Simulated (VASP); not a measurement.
# Br (P4/nmm) in VASP: single point with PBEsol

Aim: the single point of Br with PBEsol.

Program: VASP 6.6.1. These are calculated values, not measurements. Logs are shortened: lines on timing, memory, paths and dates and some standing lists are left out, and cuts for length are marked.

## 1. The cell of the first run

Symmetry: P4/nmm, No. 129, tetragonal system. The conventional cell has a = 3.765 Å, b = 3.765 Å, c = 8.354 Å, α = 90.00°, β = 90.00°, γ = 90.00°. Within 4.9 Å of Br (site symmetry 4mm) lie 8 Br at 3.76 to 3.91 Å.

## 2. Single point, PBEsol

The input, INCAR:

```
SYSTEM = Br
ALGO = Normal
EDIFF = 1E-6
ENCUT = 500
GGA = PS
GGA_COMPAT = .FALSE.
ISIF = 2
ISMEAR = -1
LASPH = .TRUE.
LCHARG = .TRUE.
LELF = .TRUE.
LREAL = .FALSE.
LVHAR = .TRUE.
LWAVE = .FALSE.
NBANDS = 14
NELM = 120
PREC = Accurate
SIGMA = 0.1
```

The input, KPOINTS:

```
k-points
0
G
  5 5 2
  0 0 0
```

The input, POSCAR:

```
Br
1.0
    3.7646000000      0.0000000000      0.0000000000
    0.0000000000      3.7646000000      0.0000000000
    0.0000000000      0.0000000000      8.3540000000
Br
2
Direct
    0.5000000000      0.0000000000      0.1718000000
    0.0000000000      0.5000000000      0.8282000000
```

Potentials or basis: VASP PAW PBE potentials, release 64 (Br).

Started as:

```sh
$ cat potpaw_PBE.64/Br/POTCAR > POTCAR
$ mpirun -np 1 vasp_std > vasp.out
```

OUTCAR:

```text
SYSTEM = Br
   EDIFF = 1E-6
   ENCUT = 500
   GGA = PS
   ISIF = 2
   ISMEAR = -1
   LASPH = .TRUE.
   LREAL = .FALSE.
   NELM = 120
   PREC = Accurate

 ion  position               nearest neighbor table
   1  0.500  0.000  0.172-
   2  0.000  0.500  0.828-

  LATTYP: Found a simple tetragonal cell.
 ALAT       =     3.7646000000
 C/A-ratio  =     2.2190936620

  Lattice vectors:

 A1 = (   3.7646000000,   0.0000000000,   0.0000000000)
 A2 = (   0.0000000000,   3.7646000000,   0.0000000000)
 A3 = (   0.0000000000,   0.0000000000,   8.3540000000)

Analysis of symmetry for initial positions (statically):
=====================================================================
 Subroutine PRICEL returns:
 Original cell was already a primitive cell.

 Routine SETGRP: Setting up the symmetry group for a
 simple tetragonal supercell.

 Subroutine GETGRP returns: Found 16 space group operations
 (whereof  8 operations were pure point group operations)
 out of a pool of 16 trial point group operations.

The static configuration has the point symmetry D_2d.
 The point group associated with its full space group is D_4h.

Analysis of symmetry for dynamics (positions and initial velocities):
=====================================================================
 Subroutine PRICEL returns:
 Original cell was already a primitive cell.

 Routine SETGRP: Setting up the symmetry group for a
 simple tetragonal supercell.

 Subroutine GETGRP returns: Found 16 space group operations
 (whereof  8 operations were pure point group operations)
 out of a pool of 16 trial point group operations.

The dynamic configuration has the point symmetry D_2d.
 The point group associated with its full space group is D_4h.

 Subroutine INISYM returns: Found 16 space group operations
 (whereof  8 operations are pure point group operations),
 and found     1 'primitive' translations

----------------------------------------------------------------------------------------

                                     Primitive cell

  volume of cell :     118.3947

  direct lattice vectors                    reciprocal lattice vectors
     3.764600000  0.000000000  0.000000000     0.265632471  0.000000000  0.000000000
     0.000000000  3.764600000  0.000000000     0.000000000  0.265632471  0.000000000
     0.000000000  0.000000000  8.354000000     0.000000000  0.000000000  0.119703136

  length of vectors
     3.764600000  3.764600000  8.354000000     0.265632471  0.265632471  0.119703136

  position of ions in fractional coordinates (direct lattice)
     0.500000000  0.000000000  0.171800000
     0.000000000  0.500000000  0.828200000

  ion indices of the primitive-cell ions
   primitive index   ion index
                 1           1
                 2           2

----------------------------------------------------------------------------------------

 KPOINTS: k-points

Automatic generation of k-mesh.
 Grid dimensions read from file:
 generate k-points for:    5    5    2

 Generating k-lattice:

  Cartesian coordinates                     Fractional coordinates (reciprocal lattice)
     0.053126494  0.000000000  0.000000000     0.200000000  0.000000000  0.000000000
     0.000000000  0.053126494  0.000000000     0.000000000  0.200000000  0.000000000
     0.000000000  0.000000000  0.059851568     0.000000000  0.000000000  0.500000000

  Length of vectors
     0.053126494  0.053126494  0.059851568

  Shift w.r.t. Gamma in fractional coordinates (k-lattice)
     0.000000000  0.000000000  0.000000000

 Subroutine IBZKPT returns following result:
 ===========================================

 Found     12 irreducible k-points:

 Following reciprocal coordinates:
            Coordinates               Weight
  0.000000  0.000000  0.000000      1.000000
  0.200000  0.000000  0.000000      4.000000
  0.400000  0.000000  0.000000      4.000000
  0.200000  0.200000  0.000000      4.000000
  0.400000  0.200000  0.000000      8.000000
  0.400000  0.400000  0.000000      4.000000
  0.000000  0.000000  0.500000      1.000000
  0.200000  0.000000  0.500000      4.000000
  0.400000  0.000000  0.500000      4.000000
  0.200000  0.200000  0.500000      4.000000
  0.400000  0.200000  0.500000      8.000000
  0.400000  0.400000  0.500000      4.000000
   k-points           NKPTS =     12   k-points in BZ     NKDIM =     12   number of bands    NBANDS=     14
   number of dos      NEDOS =    301   number of ions     NIONS =      2
   total plane-waves  NPLWV =  50176
   dimension x,y,z NGX =    28 NGY =   28 NGZ =   64
   dimension x,y,z NGXF=    56 NGYF=   56 NGZF=  128
   ions per type =               2
   NGX,Y,Z   is equivalent  to a cutoff of  12.36, 12.36, 12.74 a.u.
   NGXF,Y,Z  is equivalent  to a cutoff of  24.73, 24.73, 25.47 a.u.
 SYSTEM =  Br
   PREC   = accura    normal or accurate (medium, high low for compatibility)
   ISTART =      0    job   : 0-new  1-cont  2-samecut
   ICHARG =      2    charge: 1-file 2-atom 10-const
   ISPIN  =      1    spin polarized calculation?
   LNONCOLLINEAR =      F non collinear calculations
   LSORBIT =      F    spin-orbit coupling
   LASPH  =      T    aspherical Exc in radial PAW
   ENCUT  =  500.0 eV  36.75 Ry    6.06 a.u.   6.86  6.86 15.23*2*pi/ulx,y,z
   NELM   =    120;   NELMIN=  2; NELMDL= -5     # of ELM steps
   EDIFF  = 0.1E-05   stopping-criterion for ELM
   LREAL  =      F    real-space projection
   EDIFFG = 0.1E-04   stopping-criterion for IOM
   NSW    =      0    number of steps for IOM
   IBRION =     -1    ionic relax: 0-MD 1-quasi-New 2-CG
   NFREE  =      0    steps in history (QN), initial steepest desc. (CG)
   ISIF   =      2    stress and relaxation
   ISYM   =      2    0-nonsym 1-usesym 2-fastsym
   POTIM  = 0.5000    time-step for ionic-motion
   TEBEG  =    0.0;   TEEND  =   0.0 temperature during run
   PSTRESS=    0.0 pullay stress
   NELECT =      14.0000    total number of electrons
   NUPDOWN=      -1.0000    fix difference up-down
   EMIN   =  10.00;   EMAX   =-10.00  energy-range for DOS
   EFERMI =   0.00;   METHOD = LEGACY
   ISMEAR =    -1;   SIGMA  =   0.10  broadening in eV -4-tet -1-fermi 0-gaus
   EFERMI_NEDOS =   21; number of points for ismear=-14 and -15
   IALGO  =     38    algorithm
   IMIX   =      4    mixing-type and parameters
     AMIX     =   0.40;   BMIX     =  1.00
     AMIX_MAG =   1.60;   BMIX_MAG =  1.00
  volume/ion in A,a.u.               =      59.20       399.48
  Fermi-wavevector in a.u.,A,eV,Ry     =   0.803539  1.518468  8.784934  0.645674
  Thomas-Fermi vector in A             =   1.911425
   LORBIT       =      0    0 simple, 1 ext, 2 COOP (PROOUT), +10 PAW based schemes
   GGA     = PS    functional components
   LHFCALC =     F    Hartree Fock is set to
   AEXX    =    0.0000 exact exchange contribution
   IVDW    =     0    specifies the selected vdW correction
   LEPSILON=     F    determine dielectric tensor
   LRPA    =     F    only Hartree local field effects (RPA)
 non-spin polarized calculation
  energy-cutoff  :      500.00
  volume of cell :      118.39
 maximum number of plane-waves:      3026
 NGX is ok and might be reduce to    28
   NGX = 13   NGY = 13   NGZ = 31

 number of electron      13.9999998 magnetization

 Free energy of the ion-electron system (eV)
  ---------------------------------------------------
  ext. energy  EPLUGINS =         0.00000000
  ---------------------------------------------------
  free energy    TOTEN  =        -1.61986640 eV

  energy without entropy =       -1.40527343  energy(sigma->0) =       -1.51256991

 E-fermi :  -3.8936     XC(G=0):  -5.8067

 val. band max:       -3.9265498223   @ k =   0.2000   0.0000   0.0000
 cond. band min:      -3.8662709676   @ k =   0.2000   0.0000   0.0000
 fundamental gap:      0.0602788547
 Fermi energy:        -3.8935612974

 k-point     1 :       0.0000    0.0000    0.0000
  band No.  band energies     occupation
      1     -17.1143      2.00000
      2     -16.8674      2.00000
      3      -5.2765      2.00000
      4      -4.0692      1.70556
      5      -3.9580      1.31161
      6      -3.9580      1.31161
      7      -3.6070      0.10776
      8      -3.6070      0.10776
      9       2.1204      0.00000
     10       4.0966      0.00000
     11       5.2198      0.00000
     12       5.7154      0.00000
     13       7.1182      0.00000
     14       7.3408      0.00000

 k-point     2 :       0.2000    0.0000    0.0000
  band No.  band energies     occupation
      1     -17.0306      2.00000
      2     -16.8264      2.00000
      3      -5.1798      1.99999
      4      -4.7338      1.99955
      5      -4.2353      1.93650
      6      -3.9265      1.16346
      7      -3.8663      0.86439
      8      -3.5765      0.08059
      9       2.8195      0.00000
     10       4.7130      0.00000
     11       5.5542      0.00000
     12       6.5159      0.00000
     13       6.8011      0.00000
     14       7.7894      0.00000

 k-point     3 :       0.4000    0.0000    0.0000
  band No.  band energies     occupation
      1     -16.8641      2.00000
      2     -16.7832      2.00000
      3      -5.5308      2.00000
      4      -5.4989      2.00000
      5      -4.4238      1.99009
      6      -4.0740      1.71737
      7      -3.6762      0.20433
      8      -3.5617      0.06987
      9       4.2514      0.00000
     10       5.0483      0.00000
     11       5.3625      0.00000
     12       6.0560      0.00000
     13       6.8423      0.00000
     14       7.7536      0.00000
[... 120 lines left out ...]
 k-point    11 :       0.4000    0.2000    0.5000
  band No.  band energies     occupation
      1     -16.7972      2.00000
      2     -16.7311      2.00000
      3      -5.4039      2.00000
      4      -5.3946      2.00000
      5      -4.3451      1.97835
      6      -4.3360      1.97633
      7      -4.1438      1.84860
      8      -3.9935      1.46183
      9       4.4038      0.00000
     10       5.3956      0.00000
     11       5.6536      0.00000
     12       6.0559      0.00000
     13       6.9327      0.00000
     14       7.6908      0.00000

 k-point    12 :       0.4000    0.4000    0.5000
  band No.  band energies     occupation
      1     -16.6773      2.00000
      2     -16.6512      2.00000
      3      -5.3595      2.00000
      4      -5.3210      2.00000
      5      -4.8815      1.99990
      6      -4.7472      1.99961
      7      -4.2430      1.94105
      8      -4.0957      1.76604
      9       4.6444      0.00000
     10       4.7400      0.00000
     11       5.6350      0.00000
     12       5.9917      0.00000
     13       6.1650      0.00000
     14       7.0843      0.00000

------------------------ aborting loop because EDIFF is reached ----------------------------------------

  FORCE on cell =-STRESS in cart. coord.  units (eV):
  Direction    XX          YY          ZZ          XY          YZ          ZX
  --------------------------------------------------------------------------------------
  -------------------------------------------------------------------------------------
  Total       -2.8760419     -2.8760419     -0.6696255      0.0000000      0.0000000      0.0000000
  in kB      -38.9200734    -38.9200734     -9.0617159      0.0000000      0.0000000      0.0000000
  external PRESSURE =     -28.9672876 kB  Pullay stress =       0.0000000 kB

 VOLUME and BASIS-vectors are now :
 -----------------------------------------------------------------------------
  energy-cutoff  :      500.00
  volume of cell :      118.39
      direct lattice vectors                 reciprocal lattice vectors
     3.764600000  0.000000000  0.000000000     0.265632471  0.000000000  0.000000000
     0.000000000  3.764600000  0.000000000     0.000000000  0.265632471  0.000000000
     0.000000000  0.000000000  8.354000000     0.000000000  0.000000000  0.119703136

 POSITION                                       TOTAL-FORCE (eV/Angst)
 -----------------------------------------------------------------------------------
      1.88230      0.00000      1.43522         0.000000     -0.000000     -0.222247
      0.00000      1.88230      6.91878         0.000000      0.000000      0.222247
 -----------------------------------------------------------------------------------
    total drift:                                0.000000     -0.000000      0.000000

  FREE ENERGIE OF THE ION-ELECTRON SYSTEM (eV)
  ---------------------------------------------------
  free  energy   TOTEN  =        -1.6198663985 eV

  energy  without entropy=       -1.4052734253  energy(sigma->0) =       -1.51256991
```

Wall time 31 s (1 thread of Intel Xeon 8259CL, shared host); peak memory 0.21 GiB.

Results:

```yaml
Free_energy: -1.6199 eV
Pressure: -2.9 GPa
Largest_force: 0.222 eV/Å
Band_gap_on_the_k_mesh: zero (bands 7 and 8 overlap by 0.49 eV)
```

Forces in eV/Å, atoms in the order of the input:
```
Br   0.000  0.000 -0.222
Br   0.000  0.000  0.222
```

Stress tensor (GPa, compression positive):
```
-3.89  0.00  0.00
 0.00 -3.89  0.00
 0.00  0.00 -0.91
```

Levels at points of the mesh, in eV from the Fermi level:
| k point | band 4 | band 5 | band 6 | band 7 | band 8 | band 9 |
| --- | --- | --- | --- | --- | --- | --- |
| (0.00, 0.00, 0.00) | -0.18 | -0.06 | -0.06 | 0.29 | 0.29 | 6.01 |
| (0.00, 0.00, 0.50) | -0.27 | -0.06 | -0.06 | 0.28 | 0.28 | 6.95 |

Caveat: the k points lie up to 0.38 Å⁻¹ apart; the PAW data sets were made with another functional, which shifts forces and pressure a little; this functional lacks dispersion, which binds layers or chains, so the pressure and a relaxed spacing across them are unreliable.

The gap in the log of VASP goes by the Fermi energy; the results here count the filled bands.